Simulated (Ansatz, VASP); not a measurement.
**One calculation of SnSe2, two programs**

Contents of INCAR:

```
SYSTEM = SnSe2
ALGO     = Normal         ! electronic algorithm
EDIFF    = 1E-6           ! SCF threshold, eV
ENCUT    = 520            ! plane-wave cutoff, eV
GGA      = PS             ! functional
ISIF     = 2              ! what is computed and relaxed
ISMEAR   = 0              ! smearing method
LASPH    = .True.         ! aspherical terms in the spheres
LCHARG   = .False.        ! write CHGCAR
LREAL    = .False.        ! projectors in reciprocal space
LWAVE    = .False.        ! write WAVECAR
NBANDS   = 20             ! bands
NELM     = 80             ! most SCF steps
PREC     = Accurate       ! precision mode
SIGMA    = 0.01           ! smearing width, eV
```

KPOINTS

```
k-points
0
Gamma
  12 12 4
  0 0 0
```

Contents of POSCAR:

```
SnSe2
1.0
    3.8445788227      0.0000000000      0.0000000000
   -1.9222894113      3.3295031151      0.0000000000
    0.0000000000      0.0000000000      6.1900644597
Sn Se
1 2
Direct
    0.0000000000      0.0000000000      0.0000000000
    0.3333333333      0.6666666667      0.2490000000
    0.6666666667      0.3333333333      0.7510000000
```

Input for Ansatz:

```yaml
crystal:
  lattice:
    - [3.8445788226977893, 0.0, 0.0]
    - [-1.9222894113488946, 3.329503115125874, 0.0]
    - [0.0, 0.0, 6.19006445974118]
  atoms:
    - { symbol: Sn, position: [0.0, 0.0, 0.0] }
    - { symbol: Se, position: [0.3333333333333333, 0.6666666666666666, 0.249] }
    - { symbol: Se, position: [0.6666666666666666, 0.3333333333333333, 0.751] }
basis:
  ecutwfc: 571.4391111657479
kpoints:
  mp_grid:
    grid: [12, 12, 4]
hamiltonian:
  xc: pbesol
scf:
  occupations:
    method: fixed
output:
  stress: true
```

Alike in both runs: task single point; functional PBEsol; k mesh 12 × 12 × 4; no spin polarisation.

|  | VASP | Ansatz |
| --- | --- | --- |
| version | VASP 6.6.1 | Ansatz 0.2.0 |
| potentials or method | VASP PAW PBE potentials, release 64 (Sn_d, Se), cutoff 520 eV | plane waves, PAW |
| occupations | gaussian, width 0.01 eV | fixed |
| valence electrons in the cell | 26 | 46 |

|  | VASP | Ansatz | Ansatz less VASP |
| --- | --- | --- | --- |
| pressure (GPa) | 0.7 | 0.6 | -0.12 |
| traceless stress, the component that is largest in VASP (GPa) | 1.30 | 1.30 | -0.001 |

VASP's potentials were made for PBE, not for PBEsol. VASP's potentials hold 26 valence electrons a cell and Ansatz's 46, so a difference there can come from the potentials and not from the codes.
